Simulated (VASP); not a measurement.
# Co (P6_3/mmc) in VASP: a series of runs

Co is run at these levels: PBEsol+D4, RPBE; tasks: single point.

Program: VASP 6.6.1. These are calculated values, not measurements. Logs are shortened: lines on timing, memory, paths and dates and some standing lists are left out, and cuts for length are marked.

### Step 1. The cell of the first run

It takes space group P6_3/mmc (No. 194, hexagonal). Conventional cell: a = 2.445 Å, b = 2.445 Å, c = 3.945 Å, α = 90.00°, β = 90.00°, γ = 120.00°. Within 3.2 Å of Co (site symmetry -6m2) lie 12 Co at 2.43 to 2.44 Å.

### Step 2. Single point, PBEsol+D4, collinear spin, ferromagnetic start

INCAR

```
SYSTEM = Co
PREC = Accurate
ENCUT = 600
EDIFF = 1E-6
ISMEAR = -1
SIGMA = 0.05
LREAL = .False.
LASPH = .True.
NELM = 200
ALGO = Normal
ISIF = 2
LWAVE = .False.
LCHARG = .False.
ISPIN = 2
MAGMOM = 2 2
LORBIT = 11
LMAXMIX = 4
GGA = PS
IVDW = 13
NBANDS = 28
GGA_COMPAT = .False.
```

KPOINTS

```
Automatic mesh
0
Gamma
  12 12 7
  0 0 0
```

POSCAR

```
Co
1.0
    2.4446352542      0.0000000000      0.0000000000
   -1.2223176271      2.1171162332      0.0000000000
    0.0000000000      0.0000000000      3.9451318163
Co
2
Direct
    0.6666666667      0.3333333333      0.7500000000
    0.3333333333      0.6666666667      0.2500000000
```

Potentials or basis: VASP PAW PBE potentials, release 64 (Co_sv).

The run is started by

```bash
> cat potpaw_PBE.64/Co_sv/POTCAR > POTCAR
> mpirun -np 1 vasp_std > vasp.out
```

OUTCAR:

```text
SYSTEM = Co
   PREC = Accurate
   ENCUT = 600
   EDIFF = 1E-6
   ISMEAR = -1
   LREAL = .False.
   LASPH = .True.
   NELM = 200
   ISIF = 2
   ISPIN = 2
   LORBIT = 11
   GGA = PS
   IVDW = 13

 ion  position               nearest neighbor table
   1  0.667  0.333  0.750-   2 2.43   2 2.43   2 2.43   2 2.43   2 2.43   2 2.43
   2  0.333  0.667  0.250-   1 2.43   1 2.43   1 2.43   1 2.43   1 2.43   1 2.43

  LATTYP: Found a hexagonal cell.
 ALAT       =     2.4446352542
 C/A-ratio  =     1.6137915910

  Lattice vectors:

 A1 = (   2.4446352542,   0.0000000000,   0.0000000000)
 A2 = (  -1.2223176271,   2.1171162332,   0.0000000000)
 A3 = (   0.0000000000,   0.0000000000,   3.9451318163)

Analysis of symmetry for initial positions (statically):
=====================================================================
 Subroutine PRICEL returns:
 Original cell was already a primitive cell.

 Routine SETGRP: Setting up the symmetry group for a
 hexagonal supercell.

 Subroutine GETGRP returns: Found 24 space group operations
 (whereof 12 operations were pure point group operations)
 out of a pool of 24 trial point group operations.

The static configuration has the point symmetry D_3d.
 The point group associated with its full space group is D_6h.

Analysis of symmetry for dynamics (positions and initial velocities):
=====================================================================
 Subroutine PRICEL returns:
 Original cell was already a primitive cell.

 Routine SETGRP: Setting up the symmetry group for a
 hexagonal supercell.

 Subroutine GETGRP returns: Found 24 space group operations
 (whereof 12 operations were pure point group operations)
 out of a pool of 24 trial point group operations.

The dynamic configuration has the point symmetry D_3d.
 The point group associated with its full space group is D_6h.

Analysis of structural, dynamic, and magnetic symmetry:
=====================================================================
 Subroutine PRICEL returns:
 Original cell was already a primitive cell.

 Routine SETGRP: Setting up the symmetry group for a
 hexagonal supercell.

 Subroutine GETGRP returns: Found 24 space group operations
 (whereof 12 operations were pure point group operations)
 out of a pool of 24 trial point group operations.

The overall configuration has the point symmetry D_3d.
 The point group associated with its full space group is D_6h.

 Subroutine INISYM returns: Found 24 space group operations
 (whereof 12 operations are pure point group operations),
 and found     1 'primitive' translations

----------------------------------------------------------------------------------------

                                     Primitive cell

  volume of cell :      20.4183

  direct lattice vectors                    reciprocal lattice vectors
     2.444635254  0.000000000  0.000000000     0.409058979  0.236170311  0.000000000
    -1.222317627  2.117116233  0.000000000     0.000000000  0.472340623  0.000000000
     0.000000000  0.000000000  3.945131816     0.000000000  0.000000000  0.253476955

  length of vectors
     2.444635254  2.444635254  3.945131816     0.472340623  0.472340623  0.253476955

  position of ions in fractional coordinates (direct lattice)
     0.666666667  0.333333333  0.750000000
     0.333333333  0.666666667  0.250000000

  ion indices of the primitive-cell ions
   primitive index   ion index
                 1           1
                 2           2

----------------------------------------------------------------------------------------

 KPOINTS: Automatic mesh

Automatic generation of k-mesh.
 Grid dimensions read from file:
 generate k-points for:   12   12    7

 Generating k-lattice:

  Cartesian coordinates                     Fractional coordinates (reciprocal lattice)
     0.034088248  0.019680859  0.000000000     0.083333333  0.000000000  0.000000000
     0.000000000  0.039361719  0.000000000     0.000000000  0.083333333  0.000000000
     0.000000000  0.000000000  0.036210994     0.000000000  0.000000000  0.142857143

  Length of vectors
     0.039361719  0.039361719  0.036210994

  Shift w.r.t. Gamma in fractional coordinates (k-lattice)
     0.000000000  0.000000000  0.000000000

 Subroutine IBZKPT returns following result:
 ===========================================

 Found     76 irreducible k-points:

 Following reciprocal coordinates:
            Coordinates               Weight
  0.000000  0.000000  0.000000      1.000000
  0.083333  0.000000  0.000000      6.000000
  0.166667 -0.000000  0.000000      6.000000
  0.250000  0.000000  0.000000      6.000000
  0.333333  0.000000  0.000000      6.000000
  0.416667 -0.000000  0.000000      6.000000
[... 16 lines left out ...]
  0.250000  0.000000  0.142857     12.000000
  0.333333  0.000000  0.142857     12.000000
 [... further k-points ...]
   k-points           NKPTS =     76   k-points in BZ     NKDIM =     76   number of bands    NBANDS=     28
   number of dos      NEDOS =    301   number of ions     NIONS =      2
   total plane-waves  NPLWV =  12800
   dimension x,y,z NGX =    20 NGY =   20 NGZ =   32
   dimension x,y,z NGXF=    40 NGYF=   40 NGZF=   64
   ions per type =               2
   NGX,Y,Z   is equivalent  to a cutoff of  13.60, 13.60, 13.48 a.u.
   NGXF,Y,Z  is equivalent  to a cutoff of  27.20, 27.20, 26.97 a.u.
 SYSTEM =  Co
   PREC   = accura    normal or accurate (medium, high low for compatibility)
   ISTART =      0    job   : 0-new  1-cont  2-samecut
   ICHARG =      2    charge: 1-file 2-atom 10-const
   ISPIN  =      2    spin polarized calculation?
   LNONCOLLINEAR =      F non collinear calculations
   LSORBIT =      F    spin-orbit coupling
   LASPH  =      T    aspherical Exc in radial PAW
   ENCUT  =  600.0 eV  44.10 Ry    6.64 a.u.   4.88  4.88  7.88*2*pi/ulx,y,z
   NELM   =    200;   NELMIN=  2; NELMDL= -5     # of ELM steps
   EDIFF  = 0.1E-05   stopping-criterion for ELM
   LREAL  =      F    real-space projection
   EDIFFG = 0.1E-04   stopping-criterion for IOM
   NSW    =      0    number of steps for IOM
   IBRION =     -1    ionic relax: 0-MD 1-quasi-New 2-CG
   NFREE  =      0    steps in history (QN), initial steepest desc. (CG)
   ISIF   =      2    stress and relaxation
   ISYM   =      2    0-nonsym 1-usesym 2-fastsym
   POTIM  = 0.5000    time-step for ionic-motion
   TEBEG  =    0.0;   TEEND  =   0.0 temperature during run
   PSTRESS=    0.0 pullay stress
   NELECT =      34.0000    total number of electrons
   NUPDOWN=      -1.0000    fix difference up-down
   EMIN   =  10.00;   EMAX   =-10.00  energy-range for DOS
   EFERMI =   0.00;   METHOD = LEGACY
   ISMEAR =    -1;   SIGMA  =   0.05  broadening in eV -4-tet -1-fermi 0-gaus
   EFERMI_NEDOS =   21; number of points for ismear=-14 and -15
   IALGO  =     38    algorithm
   IMIX   =      4    mixing-type and parameters
     AMIX     =   0.40;   BMIX     =  1.00
     AMIX_MAG =   1.60;   BMIX_MAG =  1.00
  volume/ion in A,a.u.               =      10.21        68.89
  Fermi-wavevector in a.u.,A,eV,Ry     =   1.940414  3.666851 51.228738  3.765206
  Thomas-Fermi vector in A             =   2.970305
   LORBIT       =     11    0 simple, 1 ext, 2 COOP (PROOUT), +10 PAW based schemes
   GGA     = PS    functional components
   LHFCALC =     F    Hartree Fock is set to
   AEXX    =    0.0000 exact exchange contribution
   IVDW    =    13    specifies the selected vdW correction
   LEPSILON=     F    determine dielectric tensor
   LRPA    =     F    only Hartree local field effects (RPA)
 spin polarized calculation
  energy-cutoff  :      600.00
  volume of cell :       20.42
 maximum number of plane-waves:       705
 NGX is ok and might be reduce to    20
   NGX =  9   NGY =  9   NGZ = 15

 number of electron      33.9999990 magnetization       3.0828923

 Free energy of the ion-electron system (eV)
  ---------------------------------------------------
  ext. energy  EPLUGINS =         0.00000000
  ---------------------------------------------------
  free energy    TOTEN  =       -15.62722552 eV

  energy without entropy =      -15.61213247  energy(sigma->0) =      -15.61967900

 E-fermi :  12.8085     XC(G=0): -14.4914

 val. band max:       12.8047544003   @ k =   0.3333   0.0833   0.2857
 cond. band min:      12.8089366334   @ k =   0.2500   0.0000   0.0000
 fundamental gap:      0.0041822330
 Fermi energy:        12.8085205083

 spin component 1

 k-point     1 :       0.0000    0.0000    0.0000
  band No.  band energies     occupation
      1     -82.9591      1.00000
      2     -82.8832      1.00000
      3     -46.5224      1.00000
      4     -46.1708      1.00000
      5     -46.1708      1.00000
      6     -46.1103      1.00000
[... 20 lines left out ...]
     27      39.4277      0.00000
     28      39.4277      0.00000
[... 683 lines left out ...]
 k-point    24 :       0.3333    0.0000    0.1429
  band No.  band energies     occupation
      1     -82.9066      1.00000
      2     -82.8674      1.00000
      3     -46.4318      1.00000
      4     -46.3580      1.00000
      5     -46.3342      1.00000
      6     -46.2335      1.00000
[... 20 lines left out ...]
     27      36.7946      0.00000
     28      38.3386      0.00000

 [... further k-points ...]

 spin component 2

 k-point     1 :       0.0000    0.0000    0.0000
  band No.  band energies     occupation
      1     -81.0085      1.00000
      2     -80.9275      1.00000
      3     -44.6362      1.00000
      4     -44.2663      1.00000
      5     -44.2663      1.00000
      6     -44.2018      1.00000
[... 20 lines left out ...]
     27      39.8086      0.00000
     28      39.8086      0.00000
[... 683 lines left out ...]
 k-point    24 :       0.3333    0.0000    0.1429
  band No.  band energies     occupation
      1     -80.9524      1.00000
      2     -80.9105      1.00000
      3     -44.5436      1.00000
      4     -44.4664      1.00000
      5     -44.4403      1.00000
      6     -44.3341      1.00000
[... 20 lines left out ...]
     27      37.2331      0.00000
     28      38.7257      0.00000

 [... further k-points ...]

------------------------ aborting loop because EDIFF is reached ----------------------------------------

  DFT-D4 for vdW energy calculation

  Edisp (eV):   -0.52080

  FORCE on cell =-STRESS in cart. coord.  units (eV):
  Direction    XX          YY          ZZ          XY          YZ          ZX
  --------------------------------------------------------------------------------------
  -------------------------------------------------------------------------------------
  Total      -0.53210    -0.53210    -0.53658    -0.00000     0.00000     0.00000
  in kB     -41.75251   -41.75251   -42.10440    -0.00000     0.00000     0.00000
  external pressure =      -41.87 kB  Pullay stress =        0.00 kB

 VOLUME and BASIS-vectors are now :
 -----------------------------------------------------------------------------
  energy-cutoff  :      600.00
  volume of cell :       20.42
      direct lattice vectors                 reciprocal lattice vectors
     2.444635254  0.000000000  0.000000000     0.409058979  0.236170311  0.000000000
    -1.222317627  2.117116233  0.000000000     0.000000000  0.472340623  0.000000000
     0.000000000  0.000000000  3.945131816     0.000000000  0.000000000  0.253476955

 POSITION                                       TOTAL-FORCE (eV/Angst)
 -----------------------------------------------------------------------------------
      1.22232      0.70571      2.95885        -0.000000      0.000000      0.000000
     -0.00000      1.41141      0.98628         0.000000     -0.000000      0.000000
 -----------------------------------------------------------------------------------
    total drift:                               -0.000000      0.000000     -0.000000

  FREE ENERGIE OF THE ION-ELECTRON SYSTEM (eV)
  ---------------------------------------------------
  free  energy   TOTEN  =       -16.1480259597 eV

  energy  without entropy=      -16.1329329100  energy(sigma->0) =      -16.14047943

 total charge

# of ion       s       p       d       tot
------------------------------------------
    1        2.259   6.136   6.704  15.099
    2        2.259   6.136   6.704  15.099
--------------------------------------------------
tot          4.519  12.271  13.408  30.198

 magnetization (x)

# of ion       s       p       d       tot
------------------------------------------
    1       -0.005  -0.014   1.617   1.597
    2       -0.005  -0.014   1.617   1.597
--------------------------------------------------
tot         -0.011  -0.028   3.233   3.195
```

Wall time 93 s (1 thread of AMD EPYC 7R43 (Zen 3), shared host); peak memory 0.16 GiB.

Results:

* Free energy: -16.1480 eV
* Pressure: -4.2 GPa
* Net moment: 3.08 μB per cell
* Site moments: Co +1.60 μB
* Valence electrons inside the program's atomic spheres: Co 15.10
* Dispersion energy per atom: -0.260 eV

Caveat: the cell stands under tension; the PAW data sets were made with another functional, which shifts forces and pressure a little.

### Step 3. Single point, RPBE, collinear spin, ferromagnetic start

This run uses another cell than the first one, of 10.64 Å³/atom.

INCAR

```
ALGO = Normal ; EDIFF = 1E-6
ENCUT = 600 ; GGA = RP
GGA_COMPAT = False ; ISIF = 2
ISMEAR = -1 ; ISPIN = 2
LASPH = True ; LCHARG = False
LMAXMIX = 4 ; LORBIT = 11
LREAL = False ; LWAVE = False
MAGMOM = 2 2 ; NBANDS = 28
NELM = 200 ; PREC = Accurate
SIGMA = 0.05
```

KPOINTS

```
k-points
0
Gamma
  12 12 7
```

POSCAR

```
Co
1.0
    2.4719999032      0.0000000000      0.0000000000
   -1.2359999516      2.1408147143      0.0000000000
    0.0000000000      0.0000000000      4.0211440800
Co
2
Direct
    0.6666666667      0.3333333333      0.7500000000
    0.3333333333      0.6666666667      0.2500000000
```

Potentials or basis: VASP PAW PBE potentials, release 64 (Co_sv).

The run is started by

```bash
> cat potpaw_PBE.64/Co_sv/POTCAR > POTCAR
> mpirun -np 1 vasp_std > vasp.out
```

Wall time 43 s (1 thread of Intel Xeon 6975P-C (Granite Rapids), shared host); peak memory 0.19 GiB.

It converged, with:

- Free energy: -13.1684 eV
- Pressure: 6.7 GPa
- Net moment: 3.24 μB per cell
- Site moments: Co +1.70 μB
- Valence electrons inside the program's atomic spheres: Co 15.07

Stress tensor (GPa, compression positive):
```
7.60 0.00 0.00
0.00 7.60 0.00
0.00 0.00 4.82
```

Levels at points of the mesh, in eV from the Fermi level:
Spin up:
| k point | band 15 | band 16 | band 17 | band 18 | band 19 | band 20 | band 21 | band 22 | band 23 | band 24 |
| --- | --- | --- | --- | --- | --- | --- | --- | --- | --- | --- |
| (0.00, 0.00, 0.00) | -2.35 | -1.97 | -1.97 | -0.85 | -0.85 | -0.24 | 6.40 | 22.04 | 24.86 | 24.86 |
| (0.50, 0.00, 0.00) | -2.26 | -0.69 | -0.63 | -0.55 | 1.31 | 3.38 | 9.74 | 10.43 | 12.77 | 14.11 |
Spin down:
```
           k point  band 11  band 12  band 13  band 14  band 15  band 16  band 17  band 18  band 19  band 20
(0.00, 0.00, 0.00)    -1.04    -0.97    -0.97    -0.59    -0.59    -0.37    -0.13    -0.13     1.11     1.11
(0.50, 0.00, 0.00)    -3.37    -1.96    -1.11    -1.09    -0.65     1.27     1.37     1.43     2.60     4.38
```

Caveat: the cell stands under pressure; the PAW data sets were made with another functional, which shifts forces and pressure a little.
